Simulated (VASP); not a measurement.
# AgBr (Fm-3m) in VASP: single point with LDA

Aim: the single point of AgBr with LDA.

All numbers are computed with VASP 6.6.1; they aren't measurements. Logs are shortened: lines on timing, memory, paths and dates and some standing lists are left out, and cuts for length are marked.

### 1 The cell of the first run

Symmetry: Fm-3m, No. 225, cubic system. The conventional cell has a = 5.772 Å, b = 5.772 Å, c = 5.772 Å, α = 90.00°, β = 90.00°, γ = 90.00°. Within 3.8 Å of Ag (site symmetry m-3m) lie 6 Br at 2.89 Å. Br (site symmetry m-3m) has 6 Ag at 2.89 Å within 3.8 Å.

### 2 Single point, LDA

INCAR reads:

```
PREC = Accurate
ENCUT = 500
EDIFF = 1E-6
ISMEAR = 0
SIGMA = 0.03
LREAL = F
LASPH = T
NELM = 120
ALGO = Normal
ISIF = 2
LWAVE = F
LCHARG = F
GGA = CA
NBANDS = 16
GGA_COMPAT = F
```

KPOINTS reads:

```
regular mesh
0
Gamma
  12 12 12
```

POSCAR reads:

```
AgBr
1.0
    0.0000000000      2.8860500000      2.8860500000
    2.8860500000      0.0000000000      2.8860500000
    2.8860500000      2.8860500000      0.0000000000
Ag Br
1 1
Direct
    0.5000000000      0.5000000000      0.5000000000
    0.0000000000      0.0000000000      0.0000000000
```

Potentials or basis: VASP PAW LDA potentials, release 64 (Ag, Br).

Command:

```
cat potpaw_LDA.64/Ag/POTCAR potpaw_LDA.64/Br/POTCAR > POTCAR
mpirun -np 1 vasp_std > vasp.out
```

OUTCAR:

```text
PREC = Accurate
   ENCUT = 500
   EDIFF = 1E-6
   ISMEAR = 0
   LREAL = F
   LASPH = T
   NELM = 120
   ISIF = 2
   GGA = CA

 ion  position               nearest neighbor table
   1  0.500  0.500  0.500-   2 2.89   2 2.89   2 2.89   2 2.89   2 2.89   2 2.89
   2  0.000  0.000  0.000-   1 2.89   1 2.89   1 2.89   1 2.89   1 2.89   1 2.89

  LATTYP: Found a face centered cubic cell.
 ALAT       =     5.7721000000

  Lattice vectors:

 A1 = (   0.0000000000,   2.8860500000,   2.8860500000)
 A2 = (   2.8860500000,   0.0000000000,   2.8860500000)
 A3 = (   2.8860500000,   2.8860500000,   0.0000000000)

Analysis of symmetry for initial positions (statically):
=====================================================================
 Subroutine PRICEL returns:
 Original cell was already a primitive cell.

 Routine SETGRP: Setting up the symmetry group for a
 face centered cubic supercell.

 Subroutine GETGRP returns: Found 48 space group operations
 (whereof 48 operations were pure point group operations)
 out of a pool of 48 trial point group operations.

The static configuration has the point symmetry O_h .

Analysis of symmetry for dynamics (positions and initial velocities):
=====================================================================
 Subroutine PRICEL returns:
 Original cell was already a primitive cell.

 Routine SETGRP: Setting up the symmetry group for a
 face centered cubic supercell.

 Subroutine GETGRP returns: Found 48 space group operations
 (whereof 48 operations were pure point group operations)
 out of a pool of 48 trial point group operations.

The dynamic configuration has the point symmetry O_h .

 Subroutine INISYM returns: Found 48 space group operations
 (whereof 48 operations are pure point group operations),
 and found     1 'primitive' translations

----------------------------------------------------------------------------------------

                                     Primitive cell

  volume of cell :      48.0775

  direct lattice vectors                    reciprocal lattice vectors
     0.000000000  2.886050000  2.886050000    -0.173247172  0.173247172  0.173247172
     2.886050000  0.000000000  2.886050000     0.173247172 -0.173247172  0.173247172
     2.886050000  2.886050000  0.000000000     0.173247172  0.173247172 -0.173247172

  length of vectors
     4.081491052  4.081491052  4.081491052     0.300072904  0.300072904  0.300072904

  position of ions in fractional coordinates (direct lattice)
     0.500000000  0.500000000  0.500000000
     0.000000000  0.000000000  0.000000000

  ion indices of the primitive-cell ions
   primitive index   ion index
                 1           1
                 2           2

----------------------------------------------------------------------------------------

 KPOINTS: regular mesh

Automatic generation of k-mesh.
 Grid dimensions read from file:
 generate k-points for:   12   12   12

 Generating k-lattice:

  Cartesian coordinates                     Fractional coordinates (reciprocal lattice)
    -0.014437264  0.014437264  0.014437264     0.083333333  0.000000000  0.000000000
     0.014437264 -0.014437264  0.014437264     0.000000000  0.083333333  0.000000000
     0.014437264  0.014437264 -0.014437264     0.000000000  0.000000000  0.083333333

  Length of vectors
     0.025006075  0.025006075  0.025006075

  Shift w.r.t. Gamma in fractional coordinates (k-lattice)
     0.000000000  0.000000000  0.000000000

 Subroutine IBZKPT returns following result:
 ===========================================

 Found     72 irreducible k-points:

 Following reciprocal coordinates:
            Coordinates               Weight
  0.000000  0.000000  0.000000      1.000000
  0.083333  0.000000  0.000000      8.000000
  0.166667  0.000000  0.000000      8.000000
  0.250000  0.000000  0.000000      8.000000
  0.333333  0.000000  0.000000      8.000000
  0.416667  0.000000  0.000000      8.000000
[... 16 lines left out ...]
  0.500000  0.166667  0.000000     24.000000
 -0.416667  0.166667  0.000000     24.000000
 [... further k-points ...]
   k-points           NKPTS =     72   k-points in BZ     NKDIM =     72   number of bands    NBANDS=     16
   number of dos      NEDOS =    301   number of ions     NIONS =      2
   total plane-waves  NPLWV =  27000
   dimension x,y,z NGX =    30 NGY =   30 NGZ =   30
   dimension x,y,z NGXF=    60 NGYF=   60 NGZF=   60
   ions per type =               1   1
   NGX,Y,Z   is equivalent  to a cutoff of  12.22, 12.22, 12.22 a.u.
   NGXF,Y,Z  is equivalent  to a cutoff of  24.44, 24.44, 24.44 a.u.
 SYSTEM =  unknown system
   PREC   = accura    normal or accurate (medium, high low for compatibility)
   ISTART =      0    job   : 0-new  1-cont  2-samecut
   ICHARG =      2    charge: 1-file 2-atom 10-const
   ISPIN  =      1    spin polarized calculation?
   LNONCOLLINEAR =      F non collinear calculations
   LSORBIT =      F    spin-orbit coupling
   LASPH  =      T    aspherical Exc in radial PAW
   ENCUT  =  500.0 eV  36.75 Ry    6.06 a.u.   7.44  7.44  7.44*2*pi/ulx,y,z
   NELM   =    120;   NELMIN=  2; NELMDL= -5     # of ELM steps
   EDIFF  = 0.1E-05   stopping-criterion for ELM
   LREAL  =      F    real-space projection
   EDIFFG = 0.1E-04   stopping-criterion for IOM
   NSW    =      0    number of steps for IOM
   IBRION =     -1    ionic relax: 0-MD 1-quasi-New 2-CG
   NFREE  =      0    steps in history (QN), initial steepest desc. (CG)
   ISIF   =      2    stress and relaxation
   ISYM   =      2    0-nonsym 1-usesym 2-fastsym
   POTIM  = 0.5000    time-step for ionic-motion
   TEBEG  =    0.0;   TEEND  =   0.0 temperature during run
   PSTRESS=    0.0 pullay stress
   NELECT =      18.0000    total number of electrons
   NUPDOWN=      -1.0000    fix difference up-down
   EMIN   =  10.00;   EMAX   =-10.00  energy-range for DOS
   EFERMI =   0.00;   METHOD = LEGACY
   ISMEAR =     0;   SIGMA  =   0.03  broadening in eV -4-tet -1-fermi 0-gaus
   EFERMI_NEDOS =   21; number of points for ismear=-14 and -15
   IALGO  =     38    algorithm
   IMIX   =      4    mixing-type and parameters
     AMIX     =   0.40;   BMIX     =  1.00
     AMIX_MAG =   1.60;   BMIX_MAG =  1.00
  volume/ion in A,a.u.               =      24.04       162.22
  Fermi-wavevector in a.u.,A,eV,Ry     =   1.179918  2.229722 18.942118  1.392206
  Thomas-Fermi vector in A             =   2.316220
   LORBIT       =      0    0 simple, 1 ext, 2 COOP (PROOUT), +10 PAW based schemes
   GGA     = CA    functional components
   LHFCALC =     F    Hartree Fock is set to
   AEXX    =    0.0000 exact exchange contribution
   IVDW    =     0    specifies the selected vdW correction
   LEPSILON=     F    determine dielectric tensor
   LRPA    =     F    only Hartree local field effects (RPA)
 non-spin polarized calculation
 Gauss-broadening in eV      SIGMA  =   0.03
  energy-cutoff  :      500.00
  volume of cell :       48.08
 maximum number of plane-waves:      1243
 NGX is ok and might be reduce to    30
   NGX = 15   NGY = 15   NGZ = 15

 number of electron      18.0000004 magnetization

 Free energy of the ion-electron system (eV)
  ---------------------------------------------------
  ext. energy  EPLUGINS =         0.00000000
  ---------------------------------------------------
  free energy    TOTEN  =        -6.33896936 eV

  energy without entropy =       -6.33896936  energy(sigma->0) =       -6.33896936

 E-fermi :   3.4348     XC(G=0): -10.1932

 val. band max:        3.2866812858   @ k =   0.5000   0.0000   0.0000
 cond. band min:       3.6993220121   @ k =   0.0000   0.0000   0.0000
 fundamental gap:      0.4126407262
 Fermi energy:         3.4347877970

 k-point     1 :       0.0000    0.0000    0.0000
  band No.  band energies     occupation
      1     -11.7033      2.00000
      2       0.4908      2.00000
      3       0.4908      2.00000
      4       0.4924      2.00000
      5       0.4924      2.00000
      6       0.4924      2.00000
[... 8 lines left out ...]
     15      14.7367      0.00000
     16      14.7367      0.00000

 k-point     2 :       0.0833    0.0000    0.0000
  band No.  band energies     occupation
      1     -11.6765      2.00000
      2       0.2900      2.00000
      3       0.2900      2.00000
      4       0.3688      2.00000
      5       0.5116      2.00000
      6       0.5116      2.00000
[... 8 lines left out ...]
     15      14.2046      0.00000
     16      14.4049      0.00000

 k-point     3 :       0.1667    0.0000    0.0000
  band No.  band energies     occupation
      1     -11.6017      2.00000
      2      -0.1475      2.00000
      3      -0.0593      2.00000
      4      -0.0593      2.00000
      5       0.5650      2.00000
      6       0.5650      2.00000
[... 8 lines left out ...]
     15      14.1124      0.00000
     16      14.2353      0.00000

 k-point     4 :       0.2500    0.0000    0.0000
  band No.  band energies     occupation
      1     -11.4957      2.00000
      2      -0.8317      2.00000
      3      -0.3808      2.00000
      4      -0.3808      2.00000
      5       0.6397      2.00000
      6       0.6397      2.00000
[... 8 lines left out ...]
     15      14.5440      0.00000
     16      14.5440      0.00000
[... 324 lines left out ...]
 k-point    22 :       0.4167    0.1667    0.0000
  band No.  band energies     occupation
      1     -11.3190      2.00000
      2      -1.4496      2.00000
      3      -0.6517      2.00000
      4      -0.4838      2.00000
      5       0.6304      2.00000
      6       0.7971      2.00000
[... 8 lines left out ...]
     15      16.5556      0.00000
     16      16.8233      0.00000

 k-point    23 :       0.5000    0.1667    0.0000
  band No.  band energies     occupation
      1     -11.2610      2.00000
      2      -1.6194      2.00000
      3      -0.7939      2.00000
      4      -0.6757      2.00000
      5       0.7133      2.00000
      6       0.8154      2.00000
[... 8 lines left out ...]
     15      16.6763      0.00000
     16      17.0716      0.00000

 k-point    24 :      -0.4167    0.1667    0.0000
  band No.  band energies     occupation
      1     -11.2511      2.00000
      2      -1.6716      2.00000
      3      -0.7754      2.00000
      4      -0.7539      2.00000
      5       0.7663      2.00000
      6       0.7908      2.00000
[... 8 lines left out ...]
     15      15.7757      0.00000
     16      16.4656      0.00000

 [... further k-points ...]

------------------------ aborting loop because EDIFF is reached ----------------------------------------

  FORCE on cell =-STRESS in cart. coord.  units (eV):
  Direction    XX          YY          ZZ          XY          YZ          ZX
  --------------------------------------------------------------------------------------
  -------------------------------------------------------------------------------------
  Total       -1.4315932     -1.4315932     -1.4315932      0.0000000     -0.0000000     -0.0000000
  in kB      -47.7077186    -47.7077186    -47.7077186      0.0000000     -0.0000000     -0.0000000
  external PRESSURE =     -47.7077186 kB  Pullay stress =       0.0000000 kB

 VOLUME and BASIS-vectors are now :
 -----------------------------------------------------------------------------
  energy-cutoff  :      500.00
  volume of cell :       48.08
      direct lattice vectors                 reciprocal lattice vectors
     0.000000000  2.886050000  2.886050000    -0.173247172  0.173247172  0.173247172
     2.886050000  0.000000000  2.886050000     0.173247172 -0.173247172  0.173247172
     2.886050000  2.886050000  0.000000000     0.173247172  0.173247172 -0.173247172

 POSITION                                       TOTAL-FORCE (eV/Angst)
 -----------------------------------------------------------------------------------
      2.88605      2.88605      2.88605         0.000000      0.000000      0.000000
      0.00000      0.00000      0.00000        -0.000000     -0.000000     -0.000000
 -----------------------------------------------------------------------------------
    total drift:                                0.000000      0.000000      0.000000

  FREE ENERGIE OF THE ION-ELECTRON SYSTEM (eV)
  ---------------------------------------------------
  free  energy   TOTEN  =        -6.3389693584 eV

  energy  without entropy=       -6.3389693584  energy(sigma->0) =       -6.33896936
```

Wall time 30 s (1 thread of Intel Xeon Platinum 8488C (Sapphire Rapids), shared host); peak memory 0.18 GiB.

What came out:

```
Free energy            : -6.3390 eV
Pressure               : -4.8 GPa
Band gap on the k mesh : 0.41 eV, indirect (least direct gap 2.28 eV)
```

Levels at points of the mesh, in eV from the valence-band top:
```
           k point  band 6  band 7  band 8  band 9  band 10  band 11  band 12  band 13
(0.00, 0.00, 0.00)   -2.79   -1.87   -1.87   -1.87     0.41     9.83     9.83     9.83
(0.50, 0.00, 0.00)   -2.49   -2.15    0.00    0.00     3.54     6.31     6.61     6.61
(0.50, 0.50, 0.00)   -2.64   -2.39   -2.39   -2.31     1.40     6.95     8.77    10.72
```

A k mesh can miss the band edges.
